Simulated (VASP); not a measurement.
# LiB108N108 (a cell with a defect) in VASP: single point with PBE

Aim: the single point of LiB108N108 (a cell with a defect) with PBE.

Everything below comes from runs of VASP 6.6.1. Logs are shortened: lines on timing, memory, paths and dates and some standing lists are left out, and cuts for length are marked.

### 1 The cell of the first run

The cell holds a defect, 217 atoms: a = 12.930 Å, b = 12.930 Å, c = 12.991 Å, α = 90.00°, β = 90.00°, γ = 120.00°.

### 2 Single point, PBE

The input, INCAR:

```
SYSTEM = LiB108N108
PREC = Accurate ; ENCUT = 520
EDIFF = 1E-6 ; ISMEAR = -1
SIGMA = 0.01 ; LREAL = Auto
LASPH = .True. ; NELM = 60
ALGO = Normal ; ISIF = 2
LWAVE = .False. ; LCHARG = .False.
GGA = PE ; NELECT = 866.0
NBANDS = 548 ; LUSENCCL = .False.
```

The input, KPOINTS:

```
Automatic mesh
0
Gamma
  1 1 1
  0 0 0
```

The input, POSCAR:

```
LiB108N108
1.0
   11.1975469300      6.4649067300      0.0000000000
  -11.1975469300      6.4649067300      0.0000000000
    0.0000000000      0.0000000000     12.9909657500
B N Li
108 108 1
Direct
   -0.0001768806      0.2210148693      0.1260163433
    0.1109020915      0.1098389122      0.1255825803
    0.2222005583     -0.0010748623      0.1263802116
    0.0002465325      0.1123538546      0.3747740617
    0.1112675295      0.0011419808      0.3741378504
    0.2222891341      0.2231977260      0.3760624956
[... 209 lines left out ...]
    0.8889050606      0.8892103060      0.6261983256
    0.5555763192      0.6258707332      0.2472206502
```

Potentials or basis: VASP PAW PBE potentials, release 64 (B, N, Li_sv).

Launch:

```console
$ cat potpaw_PBE.64/B/POTCAR potpaw_PBE.64/N/POTCAR potpaw_PBE.64/Li_sv/POTCAR > POTCAR
$ mpirun -np 1 vasp_gam > vasp.out
```

OUTCAR:

```text
SYSTEM = LiB108N108
   PREC = Accurate
   ENCUT = 520
   EDIFF = 1E-6
   ISMEAR = -1
   LREAL = Auto
   LASPH = .True.
   NELM = 60
   ISIF = 2
   GGA = PE
   NELECT = 866.0

 ion  position               nearest neighbor table
   1  1.000  0.221  0.126- 186 1.44 112 1.44 125 1.44
   2  0.111  0.110  0.126- 113 1.44 112 1.44 114 1.44
   3  0.222  0.999  0.126- 138 1.44 113 1.44 148 1.44
   4  0.000  0.112  0.375- 109 1.44 110 1.44 183 1.44
   5  0.111  0.001  0.374- 111 1.44 110 1.44 133 1.44
   6  0.222  0.223  0.376- 110 1.43 145 1.44 123 1.44
[... 45 lines left out ...]
  52  0.333  0.445  0.384- 123 1.43 157 1.44 158 1.45
  53  0.444  0.334  0.381- 145 1.43 159 1.43 158 1.45
  54  0.556  0.555  0.399- 193 1.43 158 1.43 171 1.46 217 2.17
  55  0.333  0.556  0.628- 132 1.44 166 1.44 179 1.44
  56  0.444  0.445  0.628- 167 1.44 166 1.44 168 1.44
  57  0.556  0.334  0.626- 156 1.44 167 1.44 202 1.44
  58  0.333  0.444  0.872- 129 1.43 163 1.44 164 1.44
  59  0.444  0.333  0.872- 151 1.44 165 1.44 164 1.44
  60  0.556  0.555  0.871- 199 1.44 164 1.44 177 1.44
  61  0.333  0.888  0.125- 138 1.44 149 1.44 172 1.44
  62  0.444  0.777  0.117- 172 1.43 174 1.43 173 1.45
  63  0.556  0.667  0.096- 208 1.44 173 1.44 162 1.45 217 2.04
  64  0.333  0.779  0.378- 169 1.43 135 1.44 170 1.44
  65  0.443  0.668  0.390- 170 1.43 157 1.43 171 1.46
  66  0.556  0.890  0.382- 147 1.43 205 1.44 170 1.44
  67  0.333  0.889  0.625- 144 1.44 155 1.44 178 1.44
  68  0.444  0.778  0.627- 178 1.44 180 1.44 179 1.44
  69  0.556  0.667  0.629- 179 1.44 214 1.44 168 1.44
[... 90 lines left out ...]
 160  0.333  0.443  0.117-  50 1.43  49 1.44  15 1.44
 161  0.444  0.332  0.119-  50 1.43  51 1.44  37 1.44
 162  0.556  0.555  0.107-  63 1.45  50 1.46  85 1.46 217 2.04
 163  0.333  0.555  0.872-  71 1.44  58 1.44  24 1.44
 164  0.444  0.444  0.872-  60 1.44  58 1.44  59 1.44
 165  0.556  0.333  0.873-  59 1.44  94 1.44  48 1.44
 166  0.333  0.445  0.627-  56 1.44  55 1.44  21 1.44
 167  0.444  0.334  0.627-  56 1.44  57 1.44  43 1.44
 168  0.556  0.556  0.628-  69 1.44  91 1.44  56 1.44
 169  0.333  0.890  0.375-  64 1.43  41 1.44  30 1.44
 170  0.444  0.779  0.383-  65 1.43  66 1.44  64 1.44
 171  0.556  0.667  0.393- 100 1.46  65 1.46  54 1.46 217 1.97
 172  0.334  0.777  0.123-  62 1.43  27 1.44  61 1.44
 173  0.445  0.666  0.110-  63 1.44  49 1.45  62 1.45
 174  0.556  0.888  0.120-  62 1.43  97 1.43  39 1.44
 175  0.333  0.889  0.875-  70 1.44  47 1.44  36 1.44
 176  0.444  0.777  0.873-  71 1.44  72 1.44  70 1.44
 177  0.556  0.666  0.873-  60 1.44  71 1.44 106 1.44
[... 37 lines left out ...]
 215  0.778  0.667  0.627-  91 1.44 104 1.44 105 1.44
 216  0.889  0.889  0.626- 104 1.44  81 1.44  31 1.44
 217  0.556  0.626  0.247- 171 1.97  63 2.04 162 2.04  54 2.17

  LATTYP: Found a hexagonal cell.
 ALAT       =    12.9298134664
 C/A-ratio  =     1.0047295565

  Lattice vectors:

 A1 = (  11.1975469300,   6.4649067300,   0.0000000000)
 A2 = ( -11.1975469300,   6.4649067300,   0.0000000000)
 A3 = (   0.0000000000,   0.0000000000,  12.9909657500)

Analysis of symmetry for initial positions (statically):
=====================================================================
 Subroutine PRICEL returns:
 Original cell was already a primitive cell.

 Routine SETGRP: Setting up the symmetry group for a
 hexagonal supercell.

 Subroutine GETGRP returns: Found  1 space group operations
 (whereof  1 operations were pure point group operations)
 out of a pool of 24 trial point group operations.

The static configuration has the point symmetry C_1 .

Analysis of symmetry for dynamics (positions and initial velocities):
=====================================================================
 Subroutine PRICEL returns:
 Original cell was already a primitive cell.

 Routine SETGRP: Setting up the symmetry group for a
 hexagonal supercell.

 Subroutine GETGRP returns: Found  1 space group operations
 (whereof  1 operations were pure point group operations)
 out of a pool of 24 trial point group operations.

The dynamic configuration has the point symmetry C_1 .

 Subroutine INISYM returns: Found  1 space group operations
 (whereof  1 operations are pure point group operations),
 and found     1 'primitive' translations

----------------------------------------------------------------------------------------

                                     Primitive cell

  volume of cell :    1880.8605

  direct lattice vectors                    reciprocal lattice vectors
    11.197546930  6.464906730  0.000000000     0.044652637  0.077340636 -0.000000000
   -11.197546930  6.464906730  0.000000000    -0.044652637  0.077340636  0.000000000
     0.000000000  0.000000000 12.990965750     0.000000000 -0.000000000  0.076976571

  length of vectors
    12.929813466 12.929813466 12.990965750     0.089305274  0.089305274  0.076976571

  position of ions in fractional coordinates (direct lattice)
     0.999823119  0.221014869  0.126016343
     0.110902092  0.109838912  0.125582580
     0.222200558  0.998925138  0.126380212
     0.000246533  0.112353855  0.374774062
     0.111267529  0.001141981  0.374137850
     0.222289134  0.223197726  0.376062496
[... 126 lines left out ...]
     0.999963411  0.889947803  0.375115607
     0.110978749  0.778765100  0.374104058
   k-points           NKPTS =      1   k-points in BZ     NKDIM =      1   number of bands    NBANDS=    548
   number of dos      NEDOS =    301   number of ions     NIONS =    217
   total plane-waves  NPLWV = 903168
   dimension x,y,z NGX =    96 NGY =   96 NGZ =   98
   dimension x,y,z NGXF=   192 NGYF=  192 NGZF=  196
   ions per type =             108 108   1
   NGX,Y,Z   is equivalent  to a cutoff of  12.34, 12.34, 12.54 a.u.
   NGXF,Y,Z  is equivalent  to a cutoff of  24.69, 24.69, 25.08 a.u.
 SYSTEM =  LiB108N108
   PREC   = accura    normal or accurate (medium, high low for compatibility)
   ISTART =      0    job   : 0-new  1-cont  2-samecut
   ICHARG =      2    charge: 1-file 2-atom 10-const
   ISPIN  =      1    spin polarized calculation?
   LNONCOLLINEAR =      F non collinear calculations
   LSORBIT =      F    spin-orbit coupling
   LASPH  =      T    aspherical Exc in radial PAW
   ENCUT  =  520.0 eV  38.22 Ry    6.18 a.u.  24.04 24.04 24.15*2*pi/ulx,y,z
   NELM   =     60;   NELMIN=  2; NELMDL= -5     # of ELM steps
   EDIFF  = 0.1E-05   stopping-criterion for ELM
   LREAL  =      T    real-space projection
   EDIFFG = 0.1E-04   stopping-criterion for IOM
   NSW    =      0    number of steps for IOM
   IBRION =     -1    ionic relax: 0-MD 1-quasi-New 2-CG
   NFREE  =      0    steps in history (QN), initial steepest desc. (CG)
   ISIF   =      2    stress and relaxation
   ISYM   =      2    0-nonsym 1-usesym 2-fastsym
   POTIM  = 0.5000    time-step for ionic-motion
   TEBEG  =    0.0;   TEEND  =   0.0 temperature during run
   PSTRESS=    0.0 pullay stress
   NELECT =     866.0000    total number of electrons
   NUPDOWN=      -1.0000    fix difference up-down
   EMIN   =  10.00;   EMAX   =-10.00  energy-range for DOS
   EFERMI =   0.00;   METHOD = LEGACY
   ISMEAR =    -1;   SIGMA  =   0.01  broadening in eV -4-tet -1-fermi 0-gaus
   EFERMI_NEDOS =   21; number of points for ismear=-14 and -15
   IALGO  =     38    algorithm
   IMIX   =      4    mixing-type and parameters
     AMIX     =   0.40;   BMIX     =  1.00
     AMIX_MAG =   1.60;   BMIX_MAG =  1.00
  volume/ion in A,a.u.               =       8.67        58.49
  Fermi-wavevector in a.u.,A,eV,Ry     =   1.264140  2.388879 21.742799  1.598051
  Thomas-Fermi vector in A             =   2.397461
   LORBIT       =      0    0 simple, 1 ext, 2 COOP (PROOUT), +10 PAW based schemes
   GGA     = PE    functional components
   LHFCALC =     F    Hartree Fock is set to
   AEXX    =    0.0000 exact exchange contribution
   IVDW    =     0    specifies the selected vdW correction
   LEPSILON=     F    determine dielectric tensor
   LRPA    =     F    only Hartree local field effects (RPA)
 non-spin polarized calculation
  energy-cutoff  :      520.00
  volume of cell :     1880.86
 maximum number of plane-waves:     25255
   NGX = 49   NGY = 49   NGZ = 49

 number of electron     866.0000024 magnetization

 Free energy of the ion-electron system (eV)
  ---------------------------------------------------
  ext. energy  EPLUGINS =         0.00000000
  ---------------------------------------------------
  free energy    TOTEN  =     -1901.64108505 eV

  energy without entropy =    -1901.64108505  energy(sigma->0) =    -1901.64108505

 E-fermi :   3.0821     XC(G=0): -10.2652

 val. band max:        2.6692972655   @ k =   0.0000   0.0000   0.0000
 cond. band min:       6.6412840815   @ k =   0.0000   0.0000   0.0000
 fundamental gap:      3.9719868160
 Fermi energy:         3.0820616670

 k-point     1 :       0.0000    0.0000    0.0000
  band No.  band energies     occupation
      1     -43.0566      2.00000
      2     -15.4634      2.00000
      3     -15.3514      2.00000
      4     -15.1182      2.00000
      5     -14.9375      2.00000
      6     -14.8608      2.00000
[... 437 lines left out ...]
    444       7.2931      0.00000
    445       7.3106      0.00000
 [bands above 445 left out]

------------------------ aborting loop because EDIFF is reached ----------------------------------------

  FORCE on cell =-STRESS in cart. coord.  units (eV):
  Direction    XX          YY          ZZ          XY          YZ          ZX
  --------------------------------------------------------------------------------------
  -------------------------------------------------------------------------------------
  Total      125.5636684    125.4228019     36.7453723     -0.1119262      0.1083546     -0.1899182
  in kB      106.9591614    106.8391669     31.3008871     -0.0953423      0.0922999     -0.1617784
  external PRESSURE =      81.6997385 kB  Pullay stress =       0.0000000 kB

 VOLUME and BASIS-vectors are now :
 -----------------------------------------------------------------------------
  energy-cutoff  :      520.00
  volume of cell :     1880.86
      direct lattice vectors                 reciprocal lattice vectors
    11.197546930  6.464906730  0.000000000     0.044652637  0.077340636 -0.000000000
   -11.197546930  6.464906730  0.000000000    -0.044652637  0.077340636  0.000000000
     0.000000000  0.000000000 12.990965750     0.000000000 -0.000000000  0.076976571

 POSITION                                       TOTAL-FORCE (eV/Angst)
 -----------------------------------------------------------------------------------
      8.72074      7.89260      1.63707         0.002620      0.000072      0.000762
      0.01191      1.42707      1.63144        -0.001267      0.003875     -0.000416
     -8.69741      7.89446      1.64180        -0.001839     -0.001512      0.000404
     -1.25533      0.72795      4.86868         0.000050     -0.001053     -0.000560
      1.23314      0.72672      4.86041         0.001278     -0.000891     -0.000527
     -0.01017      2.88003      4.88542        -0.000302     -0.004392      0.000138
[... 209 lines left out ...]
     -0.00342     11.49535      8.13492         0.000413      0.000920      0.000877
     -0.78712      7.63795      3.21163         0.017643     -0.011870      0.011533
 -----------------------------------------------------------------------------------
    total drift:                               -0.000811      0.007210     -0.008230

  FREE ENERGIE OF THE ION-ELECTRON SYSTEM (eV)
  ---------------------------------------------------
  free  energy   TOTEN  =     -1901.6410850535 eV

  energy  without entropy=    -1901.6410850535  energy(sigma->0) =    -1901.64108505
```

Wall time 4.1 min (1 × NVIDIA H100 80GB with 1 thread of AMD EPYC 7R13 (Zen 3), shared host); peak memory 2.2 GiB.

Results:

```yaml
Free_energy: -1901.6411 eV
Largest_force: 0.039 eV/Å
```

Levels at points of the mesh, in eV from the Fermi level:
```tsv
k point	band 431	band 432	band 433	band 434	band 435	band 436
(0.00, 0.00, 0.00)	-0.42	-0.42	-0.41	3.56	3.69	3.70
```

Caveat: the k points lie up to 0.56 Å⁻¹ apart; the cell carries a net charge on a neutralising background, which shifts energy and pressure; the cell is charged against a uniform background, so pressure and absolute levels hang on convention; the cutoff is under 1.25 times the usual one of these potentials, so pressure, stress and relaxed cells hold a basis-set (Pulay) error.
